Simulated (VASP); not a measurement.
Input of a VASP 6.6.1 run:

Contents of INCAR:

```
SYSTEM = BP
PREC = Accurate
ENCUT = 520
EDIFF = 1E-6
ISMEAR = 0
SIGMA = 0.05
LREAL = Auto
LASPH = .True.
NELM = 100
ALGO = Normal
ISIF = 2
LWAVE = .False.
LCHARG = .False.
LDIPOL = .True.
IDIPOL = 3
DIPOL = 0.5 0.5 0.500
GGA = PS
NBANDS = 61
```

The input KPOINTS:

```
Automatic mesh
0
Gamma
  7 5 1
  0 0 0
```

Contents of POSCAR:

```
BP
1.0
    4.5201727882      0.0000000000      0.0000000000
   -2.2600863941      5.0537068122      0.0000000000
    0.0000000000      0.0000000000     25.6127843057
P B
11 11
Direct
    0.1000000000      0.7000000000      0.2928225183
    0.8000000000      0.1000000000      0.3322848957
    0.5000000000      0.5000000000      0.3717472732
    0.2000000000      0.9000000000      0.4112096507
    0.9000000000      0.3000000000      0.4506720282
    0.6000000000      0.7000000000      0.4901344056
    0.3000000000      0.1000000000      0.5295967831
    0.0000000000      0.5000000000      0.5690591606
    0.7000000000      0.9000000000      0.6085215381
    0.4000000000      0.3000000000      0.6479839155
    0.1000000000      0.7000000000      0.6874462930
    0.7000000000      0.4000000000      0.3125537070
    0.4000000000      0.8000000000      0.3520160845
    0.1000000000      0.2000000000      0.3914784619
    0.8000000000      0.6000000000      0.4309408394
    0.5000000000      0.0000000000      0.4704032169
    0.2000000000      0.4000000000      0.5098655944
    0.9000000000      0.8000000000      0.5493279718
    0.6000000000      0.2000000000      0.5887903493
    0.3000000000      0.6000000000      0.6282527268
    0.0000000000      0.0000000000      0.6677151043
    0.7000000000      0.4000000000      0.7071774817
```

Potentials or basis: VASP PAW PBE potentials, release 64 (P, B).

The run is started by

```sh
$ cat potpaw_PBE.64/P/POTCAR potpaw_PBE.64/B/POTCAR > POTCAR
$ mpirun -np 1 vasp_std > vasp.out
```

(1) Predict the largest force.

(2) What does it give for the band gap on the k mesh?

## Answers

(1) 2.961 eV/Å.

(2) zero (bands 44 and 45 overlap by 0.17 eV).

Caveat: the PAW data sets were made with another functional, which shifts forces and pressure a little.
